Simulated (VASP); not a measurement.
Set up this calculation in VASP 6.6.1, as the native input.

- Task: single point
- Functional: PBE
- Potentials or basis: VASP PAW PBE potentials, release 64 (B, As)
- Cutoff: 500 eV
- k mesh: 6 × 6 × 6
- Occupations: gaussian, width 0.01 eV
- Spin: no spin polarisation
- Dipole correction: no
- Further INCAR settings: ALGO = Normal; EDIFF = 1e-06; NBANDS = 11

The structure of BAs lies in POSCAR:

```
BAs
1.0
    0.0000000000      2.3201115792      2.4249743297
    2.3201115792      0.0000000000      2.4249743297
    2.3201115792      2.3201115792      0.0000000000
B As
1 1
Direct
    0.0000000000      0.0000000000      0.0000000000
    0.2500000000      0.2500000000      0.2500000000
```

This cell differs from its parent crystal: epitaxial xy strain -3.0%.

The input as run:

INCAR

```
PREC = Accurate
ENCUT = 500
EDIFF = 1E-6
ISMEAR = 0
SIGMA = 0.01
LREAL = F
LASPH = T
NELM = 120
ALGO = Normal
ISIF = 2
LWAVE = F
LCHARG = F
GGA = PE
NBANDS = 11
GGA_COMPAT = F
```

KPOINTS

```
Automatic mesh
0
Gamma
  6 6 6
```

Potentials or basis: VASP PAW PBE potentials, release 64 (B, As).

Launch:

```sh
$ cat potpaw_PBE.64/B/POTCAR potpaw_PBE.64/As/POTCAR > POTCAR
$ mpirun -np 1 vasp_std > vasp.out
```

Results of the run:

```yaml
Pressure: 10.3 GPa
Band_gap_on_the_k_mesh: 0.90 eV, indirect (least direct gap 3.09 eV)
```

Caveat: the cell differs from its parent crystal (epitaxial xy strain -3.0%).

It took 4.4 s on 1 thread of AMD EPYC 9R45 96-Core Processor (Zen 5), on a shared host, peak memory 0.11 GiB.
